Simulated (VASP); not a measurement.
Here is a VASP 6.6.1 calculation.

Contents of INCAR:

```
PREC     = Accurate       # precision mode
ENCUT    = 520            # plane-wave cutoff, eV
EDIFF    = 1E-6           # SCF threshold, eV
ISMEAR   = 0              # smearing method
SIGMA    = 0.1            # smearing width, eV
LREAL    = F              # projectors in reciprocal space
LASPH    = T              # aspherical terms in the spheres
NELM     = 80             # most SCF steps
ALGO     = Normal         # electronic algorithm
ISIF     = 2              # what is computed and relaxed
LWAVE    = F              # write WAVECAR
LCHARG   = F              # write CHGCAR
GGA      = PE             # functional
NBANDS   = 27             # bands
```

The input KPOINTS:

```
Automatic mesh
0
Gamma
  6 6 2
```

Contents of POSCAR:

```
Ta3N
1.0
    3.0322239600      0.0000000000      0.0000000000
   -1.5161119800      2.6259829800      0.0000000000
    0.0000000000      0.0000000000      7.5241370200
Ta N
3 1
Direct
    0.0000000000      0.0000000000      0.5000000000
    0.3333333300      0.6666666700      0.1739300000
    0.6666666700      0.3333333300      0.8260700000
    0.0000000000      0.0000000000      0.0000000000
```

Potentials or basis: VASP PAW PBE potentials, release 64 (Ta_pv, N).

Command:

```bash
$ cat potpaw_PBE.64/Ta_pv/POTCAR potpaw_PBE.64/N/POTCAR > POTCAR
$ mpirun -np 1 vasp_std > vasp.out
```

Task: Estimate the largest force.

Result: 0.028 eV/Å.

Task: Estimate the pressure.

Result: 0.2 GPa.

Task: Predict the band gap on the k mesh.

Result: Zero (band 19 reaches 6.81 eV, above the bottom of band 20 at 6.60 eV).

Stress tensor (GPa, compression positive):
```
-1.58  0.00  0.00
 0.00 -1.58  0.00
 0.00  0.00  3.73
```

Caveat: the k points lie up to 0.42 Å⁻¹ apart; spin-orbit coupling is left out, which moves the levels of the heavy elements.
